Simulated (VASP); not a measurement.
ZnO, 4 atoms in the cell. Symmetry: P6_3mc, No. 186, hexagonal system. Conventional cell: a = 3.235 Å, b = 3.235 Å, c = 5.160 Å, α = 90.00°, β = 90.00°, γ = 120.00°. Zn (site symmetry 3m) has 4 O at 1.96 to 1.97 Å within 2.6 Å. Within 2.6 Å of O (site symmetry 3m) lie 4 Zn at 1.96 to 1.97 Å.  This cell differs from its parent crystal: uniaxial z strain -1.0%.

| Item | Value |
| --- | --- |
| Program | VASP 6.6.1 |
| Task | single point |
| Functional | PBE |
| Potentials or basis | VASP PAW PBE potentials, release 64 (Zn, O) |
| Cutoff | 520 eV |
| k mesh | 12 × 12 × 6 |
| Occupations | fermi-dirac, width 0.02 eV |
| Spin | no spin polarisation |
| Dipole correction | no |
| Further INCAR settings | ALGO = Normal; EDIFF = 1e-06; NBANDS = 26 |

Potentials or basis: VASP PAW PBE potentials, release 64 (Zn, O).

The run is started by

```console
$ cat potpaw_PBE.64/Zn/POTCAR potpaw_PBE.64/O/POTCAR > POTCAR
$ mpirun -np 1 vasp_std > vasp.out
```

Hardware: 1 thread of Intel Xeon 8259CL (shared host).

Question: How long does it take, and how much memory?

Answer: It took 2.7 min on 1 thread of Intel Xeon 8259CL, with other jobs on the host, peak memory 0.21 GiB. Counts: scf iterations 15, k points 76.
